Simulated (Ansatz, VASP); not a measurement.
# Two plane-wave programs on BAs

```xyz
2
Lattice="0.0000 2.3885 2.3885 2.3885 0.0000 2.3885 2.3885 2.3885 0.0000" Properties=species:S:1:pos:R:3 pbc="T T T"
As    3.5827    3.5827    3.5827
B     0.0000    0.0000    0.0000
```

Alike in both runs: task single point; functional RPBE; dispersion D4; k mesh 10 × 10 × 10; occupations fermi-dirac, width 0.05 eV; no spin polarisation.

|  | VASP | Ansatz |
| --- | --- | --- |
| version | VASP 6.6.1 | Ansatz 0.2.0 |
| potentials or method | VASP PAW PBE potentials, release 64 (As, B) | Ansatz PAW |
| plane-wave cutoff (eV) | 520 | 420 |
| valence electrons in the cell | 8 | 18 |

VASP gave:

| Property | Result |
| --- | --- |
| gap on the k mesh at the Fermi level (eV) | 1.21 |
| least direct gap on the mesh (eV) | 3.28 |
| pressure (GPa) | -4.1 |

Q: Estimate Ansatz's values.

A: gap on the k mesh at the Fermi level (eV): 1.22; least direct gap on the mesh (eV): 3.28; pressure (GPa): -4.7.

VASP's potentials were made for PBE, not for RPBE. VASP's potentials hold 8 valence electrons a cell and Ansatz's 18, so a difference there can come from the potentials and not from the codes.
